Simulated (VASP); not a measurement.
Write the native input for VASP 6.6.1 that does the following.

```
Task                   : single point
Functional             : PBE
Potentials or basis    : VASP PAW PBE potentials, release 64 (Cd, Se)
Cutoff                 : 520 eV
k mesh                 : 6 × 6 × 2
Occupations            : gaussian, width 0.01 eV
Spin                   : no spin polarisation
Dipole correction      : no
Further INCAR settings : ALGO = Normal; EDIFF = 1e-06; NBANDS = 46
```

The structure of CdSe lies in POSCAR:

```
CdSe
1.0
    4.2932294506      0.0000000000      0.0000000000
   -2.1466147253      3.7180457685      0.0000000000
    0.0000000000      0.0000000000     14.0132927916
Cd Se
4 4
Direct
    0.0000000000      0.0000000000     -0.0001635463
    0.3333333333      0.6666666667      0.2499698776
    0.0000000000      0.0000000000      0.4998364537
    0.6666666667      0.3333333333      0.7499698776
    0.0000000000      0.0000000000      0.1874660279
    0.3333333333      0.6666666667      0.4377276407
    0.0000000000      0.0000000000      0.6874660279
    0.6666666667      0.3333333333      0.9377276407
```

This cell differs from its parent crystal: volume changed by -6%.

One way to write it, as run:

INCAR

```
SYSTEM = CdSe
ALGO = Normal ; EDIFF = 1E-6
ENCUT = 520 ; GGA = PE
ISIF = 2 ; ISMEAR = 0
LASPH = .TRUE. ; LCHARG = .FALSE.
LREAL = .FALSE. ; LWAVE = .FALSE.
NBANDS = 46 ; NELM = 80
PREC = Accurate ; SIGMA = 0.01
```

KPOINTS

```
k-points
0
G
  6 6 2
  0 0 0
```

Potentials or basis: VASP PAW PBE potentials, release 64 (Cd, Se).

Run with:

```bash
$ cat potpaw_PBE.64/Cd/POTCAR potpaw_PBE.64/Se/POTCAR > POTCAR
$ mpirun -np 1 vasp_std > vasp.out
```

Results of the run:

```
Pressure               : 3.5 GPa
Largest force          : 0.004 eV/Å
Band gap on the k mesh : 0.65 eV, direct
```

It took 83 s on 1 thread of Intel(R) Xeon(R) Platinum 8488C (Sapphire Rapids), on a shared host, peak memory 0.38 GiB.
